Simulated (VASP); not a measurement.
Input of a VASP 6.6.1 run:

Contents of INCAR:

```
SYSTEM = Al
ALGO = Normal ; EDIFF = 1E-6
ENCUT = 520 ; ISIF = 2
ISMEAR = -1 ; LASPH = .TRUE.
LCHARG = .TRUE. ; LELF = .TRUE.
LREAL = .FALSE. ; LVHAR = .TRUE.
LWAVE = .FALSE. ; NBANDS = 10
NELM = 80 ; PREC = Accurate
SIGMA = 0.1
```

KPOINTS

```
k-points
0
G
  10 10 10
  0 0 0
```

Contents of POSCAR:

```
Al
1.0
    0.0000000000      2.9744765845      2.9744765845
    2.9744765845      0.0000000000      2.9744765845
    2.9744765845      2.9744765845      0.0000000000
Al
2
Direct
    0.1250000000      0.1250000000      0.1250000000
    0.8750000000      0.8750000000      0.8750000000
```

Potentials or basis: VASP PAW LDA potentials, release 64 (Al).

Launch:

```console
$ cat potpaw_LDA.64/Al/POTCAR > POTCAR
$ mpirun -np 1 vasp_std > vasp.out
```

Question: Estimate the band gap on the k mesh.

Answer: Zero (band 3 reaches 5.11 eV, above the bottom of band 4 at 1.54 eV).

Question: Predict the pressure.

Answer: 0.0 GPa.
